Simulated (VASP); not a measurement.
# SiO2 (P4_2/mnm) in VASP: notebook

Runs on SiO2. Level: PBE. Tasks: electric field gradients.

All numbers are computed with VASP 6.6.1; they aren't measurements. Logs are shortened: lines on timing, memory, paths and dates and some standing lists are left out, and cuts for length are marked.

### Step 1. The cell of the first run

Symmetry: P4_2/mnm, No. 136, tetragonal system. Conventional cell: a = 4.208 Å, b = 4.208 Å, c = 2.685 Å, α = 90.00°, β = 90.00°, γ = 90.00°. Si (site symmetry mmm) has 6 O at 1.77 to 1.83 Å within 2.3 Å. Within 2.3 Å of O (site symmetry m2m) lie 3 Si at 1.77 to 1.83 Å.

### Step 2. Electric field gradients, PBE (volume scaled by 1.02)

Input file INCAR:

```
  PREC = Accurate
  ENCUT = 520
  EDIFF = 1E-8
  ISMEAR = -1
  SIGMA = 0.03
  LREAL = F
  LASPH = T
  NELM = 100
  ALGO = Normal
  ISIF = 2
  LWAVE = F
  LCHARG = F
  GGA = PE
  LEFG = T
  NBANDS = 25
```

Input file KPOINTS:

```
regular mesh
0
Gamma
  6 6 9
```

Input file POSCAR:

```
SiO2
1.0
    4.2077835882      0.0000000000      0.0000000000
    0.0000000000      4.2077835882      0.0000000000
    0.0000000000      0.0000000000      2.6854680646
Si O
2 4
Direct
    0.0000000000      0.0000000000      0.0000000000
    0.5000000000      0.5000000000      0.5000000000
    0.3067000000      0.3067000000      0.0000000000
    0.1933000000      0.8067000000      0.5000000000
    0.6933000000      0.6933000000      0.0000000000
    0.8067000000      0.1933000000      0.5000000000
```

Potentials or basis: VASP PAW PBE potentials, release 64 (Si, O).

Command:

```
$ cat potpaw_PBE.64/Si/POTCAR potpaw_PBE.64/O/POTCAR > POTCAR
$ mpirun -np 1 vasp_std > vasp.out
```

OUTCAR:

```text
PREC = Accurate
   ENCUT = 520
   EDIFF = 1E-8
   ISMEAR = -1
   LREAL = F
   LASPH = T
   NELM = 100
   ISIF = 2
   GGA = PE

 ion  position               nearest neighbor table
   1  0.000  0.000  0.000-   4 1.77   6 1.77   4 1.77   6 1.77   5 1.83   3 1.83
   2  0.500  0.500  0.500-   3 1.77   5 1.77   3 1.77   5 1.77   4 1.83   6 1.83
   3  0.307  0.307  0.000-   2 1.77   2 1.77   1 1.83
   4  0.193  0.807  0.500-   1 1.77   1 1.77   2 1.83
   5  0.693  0.693  0.000-   2 1.77   2 1.77   1 1.83
   6  0.807  0.193  0.500-   1 1.77   1 1.77   2 1.83

  LATTYP: Found a simple tetragonal cell.
 ALAT       =     4.2077835882
 C/A-ratio  =     0.6382143968

  Lattice vectors:

 A1 = (   4.2077835882,   0.0000000000,   0.0000000000)
 A2 = (   0.0000000000,   4.2077835882,   0.0000000000)
 A3 = (   0.0000000000,   0.0000000000,   2.6854680646)

Analysis of symmetry for initial positions (statically):
=====================================================================
 Subroutine PRICEL returns:
 Original cell was already a primitive cell.

 Routine SETGRP: Setting up the symmetry group for a
 simple tetragonal supercell.

 Subroutine GETGRP returns: Found 16 space group operations
 (whereof  8 operations were pure point group operations)
 out of a pool of 16 trial point group operations.

The static configuration has the point symmetry D_2h.
 The point group associated with its full space group is D_4h.

Analysis of symmetry for dynamics (positions and initial velocities):
=====================================================================
 Subroutine PRICEL returns:
 Original cell was already a primitive cell.

 Routine SETGRP: Setting up the symmetry group for a
 simple tetragonal supercell.

 Subroutine GETGRP returns: Found 16 space group operations
 (whereof  8 operations were pure point group operations)
 out of a pool of 16 trial point group operations.

The dynamic configuration has the point symmetry D_2h.
 The point group associated with its full space group is D_4h.

 Subroutine INISYM returns: Found 16 space group operations
 (whereof  8 operations are pure point group operations),
 and found     1 'primitive' translations

----------------------------------------------------------------------------------------

                                     Primitive cell

  volume of cell :      47.5474

  direct lattice vectors                    reciprocal lattice vectors
     4.207783588  0.000000000  0.000000000     0.237654808  0.000000000  0.000000000
     0.000000000  4.207783588  0.000000000     0.000000000  0.237654808  0.000000000
     0.000000000  0.000000000  2.685468065     0.000000000  0.000000000  0.372374564

  length of vectors
     4.207783588  4.207783588  2.685468065     0.237654808  0.237654808  0.372374564

  position of ions in fractional coordinates (direct lattice)
     0.000000000  0.000000000  0.000000000
     0.500000000  0.500000000  0.500000000
     0.306700000  0.306700000  0.000000000
     0.193300000  0.806700000  0.500000000
     0.693300000  0.693300000  0.000000000
     0.806700000  0.193300000  0.500000000

  ion indices of the primitive-cell ions
   primitive index   ion index
                 1           1
                 2           2
                 3           3
                 4           4
                 5           5
                 6           6

----------------------------------------------------------------------------------------

 KPOINTS: regular mesh

Automatic generation of k-mesh.
 Grid dimensions read from file:
 generate k-points for:    6    6    9

 Generating k-lattice:

  Cartesian coordinates                     Fractional coordinates (reciprocal lattice)
     0.039609135  0.000000000  0.000000000     0.166666667  0.000000000  0.000000000
     0.000000000  0.039609135  0.000000000     0.000000000  0.166666667  0.000000000
     0.000000000  0.000000000  0.041374952     0.000000000  0.000000000  0.111111111

  Length of vectors
     0.039609135  0.039609135  0.041374952

  Shift w.r.t. Gamma in fractional coordinates (k-lattice)
     0.000000000  0.000000000  0.000000000

 Subroutine IBZKPT returns following result:
 ===========================================

 Found     50 irreducible k-points:

 Following reciprocal coordinates:
            Coordinates               Weight
  0.000000  0.000000  0.000000      1.000000
  0.166667  0.000000  0.000000      4.000000
  0.333333  0.000000  0.000000      4.000000
  0.500000  0.000000  0.000000      2.000000
  0.166667  0.166667  0.000000      4.000000
  0.333333  0.166667  0.000000      8.000000
[... 16 lines left out ...]
  0.333333  0.000000  0.222222      8.000000
  0.500000  0.000000  0.222222      4.000000
 [... further k-points ...]
   k-points           NKPTS =     50   k-points in BZ     NKDIM =     50   number of bands    NBANDS=     25
   number of dos      NEDOS =    301   number of ions     NIONS =      6
   total plane-waves  NPLWV =  20480
   dimension x,y,z NGX =    32 NGY =   32 NGZ =   20
   dimension x,y,z NGXF=    64 NGYF=   64 NGZF=   40
   ions per type =               2   4
   NGX,Y,Z   is equivalent  to a cutoff of  12.64, 12.64, 12.38 a.u.
   NGXF,Y,Z  is equivalent  to a cutoff of  25.29, 25.29, 24.76 a.u.
 SYSTEM =  unknown system
   PREC   = accura    normal or accurate (medium, high low for compatibility)
   ISTART =      0    job   : 0-new  1-cont  2-samecut
   ICHARG =      2    charge: 1-file 2-atom 10-const
   ISPIN  =      1    spin polarized calculation?
   LNONCOLLINEAR =      F non collinear calculations
   LSORBIT =      F    spin-orbit coupling
   LASPH  =      T    aspherical Exc in radial PAW
   ENCUT  =  520.0 eV  38.22 Ry    6.18 a.u.   7.82  7.82  4.99*2*pi/ulx,y,z
   NELM   =    100;   NELMIN=  2; NELMDL= -5     # of ELM steps
   EDIFF  = 0.1E-07   stopping-criterion for ELM
   LREAL  =      F    real-space projection
   EDIFFG = 0.1E-06   stopping-criterion for IOM
   NSW    =      0    number of steps for IOM
   IBRION =     -1    ionic relax: 0-MD 1-quasi-New 2-CG
   NFREE  =      0    steps in history (QN), initial steepest desc. (CG)
   ISIF   =      2    stress and relaxation
   ISYM   =      2    0-nonsym 1-usesym 2-fastsym
   POTIM  = 0.5000    time-step for ionic-motion
   TEBEG  =    0.0;   TEEND  =   0.0 temperature during run
   PSTRESS=    0.0 pullay stress
   NELECT =      32.0000    total number of electrons
   NUPDOWN=      -1.0000    fix difference up-down
   EMIN   =  10.00;   EMAX   =-10.00  energy-range for DOS
   EFERMI =   0.00;   METHOD = LEGACY
   ISMEAR =    -1;   SIGMA  =   0.03  broadening in eV -4-tet -1-fermi 0-gaus
   EFERMI_NEDOS =   21; number of points for ismear=-14 and -15
   IALGO  =     38    algorithm
   IMIX   =      4    mixing-type and parameters
     AMIX     =   0.40;   BMIX     =  1.00
     AMIX_MAG =   1.60;   BMIX_MAG =  1.00
  volume/ion in A,a.u.               =       7.92        53.48
  Fermi-wavevector in a.u.,A,eV,Ry     =   1.434661  2.711116 28.004213  2.058252
  Thomas-Fermi vector in A             =   2.554045
   LORBIT       =      0    0 simple, 1 ext, 2 COOP (PROOUT), +10 PAW based schemes
   GGA     = PE    functional components
   LHFCALC =     F    Hartree Fock is set to
   AEXX    =    0.0000 exact exchange contribution
   IVDW    =     0    specifies the selected vdW correction
   LEPSILON=     F    determine dielectric tensor
   LRPA    =     F    only Hartree local field effects (RPA)
 non-spin polarized calculation
  energy-cutoff  :      520.00
  volume of cell :       47.55
 maximum number of plane-waves:      1296
 NGX is ok and might be reduce to    32
   NGX = 15   NGY = 15   NGZ =  9

 number of electron      31.9999982 magnetization

 Free energy of the ion-electron system (eV)
  ---------------------------------------------------
  ext. energy  EPLUGINS =         0.00000000
  ---------------------------------------------------
  free energy    TOTEN  =       -46.30557514 eV

  energy without entropy =      -46.30557514  energy(sigma->0) =      -46.30557514

 E-fermi :   8.6034     XC(G=0): -12.1614

 val. band max:        7.9487387985   @ k =   0.0000   0.0000   0.0000
 cond. band min:      13.2099268738   @ k =   0.0000   0.0000   0.0000
 fundamental gap:      5.2611880753
 Fermi energy:         8.6034310332

 k-point     1 :       0.0000    0.0000    0.0000
  band No.  band energies     occupation
      1     -14.4169      2.00000
      2     -10.8751      2.00000
      3     -10.8751      2.00000
      4     -10.6887      2.00000
      5      -2.7669      2.00000
      6       1.6451      2.00000
[... 17 lines left out ...]
     24      21.9023      0.00000
     25      23.5477      0.00000

 k-point     2 :       0.1667    0.0000    0.0000
  band No.  band energies     occupation
      1     -14.2751      2.00000
      2     -11.5317      2.00000
      3     -10.8048      2.00000
      4     -10.3280      2.00000
      5      -2.5706      2.00000
      6       0.9018      2.00000
[... 17 lines left out ...]
     24      21.3725      0.00000
     25      23.3558      0.00000

 k-point     3 :       0.3333    0.0000    0.0000
  band No.  band energies     occupation
      1     -13.8613      2.00000
      2     -12.3942      2.00000
      3     -10.6171      2.00000
      4     -10.2344      2.00000
      5      -2.0311      2.00000
      6      -0.2135      2.00000
[... 552 lines left out ...]
 k-point    23 :       0.3333    0.0000    0.2222
  band No.  band energies     occupation
      1     -13.2769      2.00000
      2     -11.9589      2.00000
      3     -10.4022      2.00000
      4     -10.1833      2.00000
      5      -1.6318      2.00000
      6       0.1905      2.00000
[... 17 lines left out ...]
     24      20.6920      0.00000
     25      21.8897      0.00000

 k-point    24 :       0.5000    0.0000    0.2222
  band No.  band energies     occupation
      1     -12.6841      2.00000
      2     -12.6841      2.00000
      3     -10.2577      2.00000
      4     -10.2577      2.00000
      5      -0.7429      2.00000
      6      -0.7429      2.00000
[... 17 lines left out ...]
     24      20.5715      0.00000
     25      21.7874      0.00000

 [... further k-points ...]
[... 5 lines left out ...]
  --------------------------------------------------------------------------------------
  -------------------------------------------------------------------------------------
  Total        1.3409650      1.3409650      1.2837991      0.0000000      0.0000000      0.0000000
  in kB       45.1857231     45.1857231     43.2594361      0.0000000      0.0000000      0.0000000
  external PRESSURE =      44.5436275 kB  Pullay stress =       0.0000000 kB

 VOLUME and BASIS-vectors are now :
 -----------------------------------------------------------------------------
  energy-cutoff  :      520.00
  volume of cell :       47.55
      direct lattice vectors                 reciprocal lattice vectors
     4.207783588  0.000000000  0.000000000     0.237654808  0.000000000  0.000000000
     0.000000000  4.207783588  0.000000000     0.000000000  0.237654808  0.000000000
     0.000000000  0.000000000  2.685468065     0.000000000  0.000000000  0.372374564

 POSITION                                       TOTAL-FORCE (eV/Angst)
 -----------------------------------------------------------------------------------
      0.00000      0.00000      0.00000         0.000000      0.000000      0.000000
      2.10389      2.10389      1.34273         0.000000      0.000000      0.000000
      1.29053      1.29053      0.00000        -0.073303     -0.073303     -0.000000
      0.81336      3.39442      1.34273         0.073303     -0.073303      0.000000
      2.91726      2.91726      0.00000         0.073303      0.073303      0.000000
      3.39442      0.81336      1.34273        -0.073303      0.073303      0.000000
 -----------------------------------------------------------------------------------
    total drift:                                0.000000      0.000000      0.000000

  FREE ENERGIE OF THE ION-ELECTRON SYSTEM (eV)
  ---------------------------------------------------
  free  energy   TOTEN  =       -46.3055751350 eV

  energy  without entropy=      -46.3055751350  energy(sigma->0) =      -46.30557514

 Electric field gradients (V/A^2)
---------------------------------------------------------------------
 ion       V_xx      V_yy      V_zz      V_xy      V_xz      V_yz
---------------------------------------------------------------------
   1       9.164     9.164   -18.328    13.282     0.000     0.000
   2       9.164     9.164   -18.328   -13.282     0.000     0.000
   3     -24.292   -24.292    48.584    87.631    -0.000    -0.000
   4     -24.292   -24.292    48.584   -87.631     0.000     0.000
   5     -24.292   -24.292    48.584    87.631    -0.000    -0.000
   6     -24.292   -24.292    48.584   -87.631     0.000    -0.000
---------------------------------------------------------------------

 Electric field gradients after diagonalization (V/A^2)
 (convention: |V_zz| > |V_xx| > |V_yy|)
----------------------------------------------------------------------
 ion       V_xx      V_yy      V_zz     asymmetry (V_yy - V_xx)/ V_zz
----------------------------------------------------------------------
   1     -18.328    -4.118    22.446       0.633
   2     -18.328    -4.118    22.446       0.633
   3      63.339    48.584  -111.923       0.132
   4      63.339    48.584  -111.923       0.132
   5      63.339    48.584  -111.923       0.132
   6      63.339    48.584  -111.923       0.132
----------------------------------------------------------------------

           NMR quadrupolar parameters

 Cq : quadrupolar parameter    Cq=e*Q*V_zz/h
 eta: asymmetry parameters     (V_yy - V_xx)/ V_zz
 Q  : nuclear electric quadrupole moment in mb (millibarn)
----------------------------------------------------------------------
 ion       Cq(MHz)       eta       Q (mb)
----------------------------------------------------------------------
   1       0.054       0.633       1.000
   2       0.054       0.633       1.000
   3      -0.271       0.132       1.000
   4      -0.271       0.132       1.000
   5      -0.271       0.132       1.000
   6      -0.271       0.132       1.000
----------------------------------------------------------------------
```

Wall time 22 s (1 thread of Intel Xeon Platinum 8559C (Emerald Rapids), shared host); peak memory 0.17 GiB.

Results:

- Free energy: -46.3056 eV
- Pressure: 4.5 GPa
- Largest force: 0.104 eV/Å
- Band gap on the k mesh: 5.26 eV, direct

Forces in eV/Å, atoms in the order of the input:
```
Si   0.000  0.000  0.000
Si   0.000  0.000  0.000
O   -0.073 -0.073  0.000
O    0.073 -0.073  0.000
O    0.073  0.073  0.000
O   -0.073  0.073  0.000
```

Electric field gradients, principal values (V/Å²):
```tsv
atom	least	middle	greatest (by size)
1 Si	-4.118	-18.328	22.446
2 Si	-4.118	-18.328	22.446
3 O	48.584	63.339	-111.923
4 O	48.584	63.339	-111.923
5 O	48.584	63.339	-111.923
6 O	48.584	63.339	-111.923
```

Caveat: without QUAD_EFG the Cq values of the log hold for a quadrupole moment of 1 mb, not for the nuclei.

(Continued in part 2 of 2.)
